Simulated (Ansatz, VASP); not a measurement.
# Pb: VASP beside Ansatz

File INCAR:

```
SYSTEM = Pb
PREC = Accurate ; ENCUT = 520
EDIFF = 1E-8 ; ISMEAR = -1
SIGMA = 0.05 ; LREAL = .False.
LASPH = .True. ; NELM = 80
ALGO = Normal ; ISIF = 2
LWAVE = .False. ; LCHARG = .False.
GGA = CA ; LEFG = .True.
NBANDS = 13
```

Contents of KPOINTS:

```
regular mesh
0
Gamma
  13 13 13
  0 0 0
```

Contents of POSCAR:

```
Pb
1.0
    0.0000000000      2.4947547435      2.4947547435
    2.4947547435      0.0000000000      2.4947547435
    2.4947547435      2.4947547435      0.0000000000
Pb
1
Direct
    0.0000000000      0.0000000000      0.0000000000
```

Input for Ansatz:

```yaml
crystal:
  lattice:
    - [0.0, 2.4947547435, 2.4947547435]
    - [2.4947547435, 0.0, 2.4947547435]
    - [2.4947547435, 2.4947547435, 0.0]
  atoms:
    - { symbol: Pb, position: [0.0, 0.0, 0.0] }
kpoints:
  mp_grid: { grid: [13, 13, 13] }
  band_path:
    path:
      - [0.0, 0.0, 0.0]
      - [0.5, 0.0, 0.5]
      - [0.625, 0.25, 0.625]
      - [0.375, 0.375, 0.75]
      - [0.0, 0.0, 0.0]
      - [0.5, 0.5, 0.5]
      - [0.5, 0.25, 0.75]
      - [0.5, 0.0, 0.5]
    npoints: 8
scf:
  occupations: { method: fermi_dirac, width: 0.05 }
hamiltonian:
  xc: lda
  pseudopotentials: { kind: all_electron, datasets: crystal }
output:
  forces: true
  stress: true
  eigenvalues: true
  efg: { contact_densities: true }
```

Alike in both runs: task electric field gradients; functional LDA; k mesh 13 × 13 × 13; occupations fermi-dirac, width 0.05 eV; no spin polarisation.

|  | VASP | Ansatz |
| --- | --- | --- |
| version | VASP 6.6.1 | Ansatz 0.2.0 |
| potentials or method | VASP PAW LDA potentials, release 64 (Pb_d), cutoff 520 eV | all-electron PAW with datasets made for the crystal, scalar-relativistic |

```csv
,VASP,Ansatz,Ansatz less VASP
pressure (GPa),-2.9,-2.9,-0.02
```

LDA's correlation is that of Perdew and Zunger in VASP and of Perdew and Wang (1992) in Ansatz. Ansatz ran all-electron here, and VASP with PAW potentials.

Neither program's run includes spin-orbit coupling.
